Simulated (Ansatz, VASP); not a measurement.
## One calculation of Ru, two programs

POSCAR

```
Ru
1.0
    2.4231481722      0.0000000000      0.0000000000
    0.0000000000      2.4231481722      0.0000000000
    0.0000000000      0.0000000000      2.4231481722
Ru
1
Direct
    0.0000000000      0.0000000000      0.0000000000
```

INCAR.step1

```
SYSTEM = Ru
PREC = Accurate
ENCUT = 520
ISMEAR = -1
SIGMA = 0.1
LREAL = .False.
LASPH = .True.
NELM = 60
NBANDS = 13
GGA = PE
ALGO = Normal
EDIFF = 1E-4
LWAVE = .True.
LCHARG = .False.
```

The input INCAR.step2:

```
SYSTEM = Ru
PREC = Accurate
ENCUT = 520
EDIFF = 1E-6
ISMEAR = -1
SIGMA = 0.1
LREAL = .False.
LASPH = .True.
NELM = 60
ALGO = Normal
ISIF = 2
LWAVE = .False.
LCHARG = .False.
METAGGA = R2SCAN
LMIXTAU = .True.
NBANDS = 13
ISTART = 1
```

The input KPOINTS:

```
regular mesh
0
Gamma
  14 14 14
  0 0 0
```

Input for Ansatz:

```yaml
crystal:
  lattice:
    - [2.4231481722, 0.0, 0.0]
    - [0.0, 2.4231481722, 0.0]
    - [0.0, 0.0, 2.4231481722]
  atoms:
    - { symbol: Ru, position: [0.0, 0.0, 0.0] }
hamiltonian:
  xc: r2scan
  pseudopotentials:
    kind: paw
    azcp:
      Ru: "pseudopotentials/Ru.paw.azcp"
basis:
  ecutwfc: 500
  fft_grid_basis: typed
kpoints:
  mp_grid: { grid: [14, 14, 14], shift: [0, 0, 0] }
magnetization:
  spin_polarized: false
scf:
  occupations: { method: fermi_dirac, width: 0.1 }
  lower_state_search: "off"
output:
  stress: true
```

Alike in both runs: task single point; functional r2SCAN; k mesh 14 × 14 × 14; occupations fermi-dirac, width 0.1 eV; no spin polarisation.

|  | VASP | Ansatz |
| --- | --- | --- |
| version | VASP 6.6.1 | Ansatz 0.2.0 |
| potentials or method | VASP PAW PBE potentials, release 64 (Ru_pv), cutoff 520 eV | plane waves (500 eV) with PAW, scalar-relativistic |
| valence electrons in the cell | 14 | 16 |

```csv
,VASP,Ansatz,Ansatz less VASP
pressure (GPa),26.5,24.5,-1.95
```

VASP's potentials were made for PBE, not for r2SCAN. VASP's potentials hold 14 valence electrons a cell and Ansatz's 16, so a difference there can come from the potentials and not from the codes.
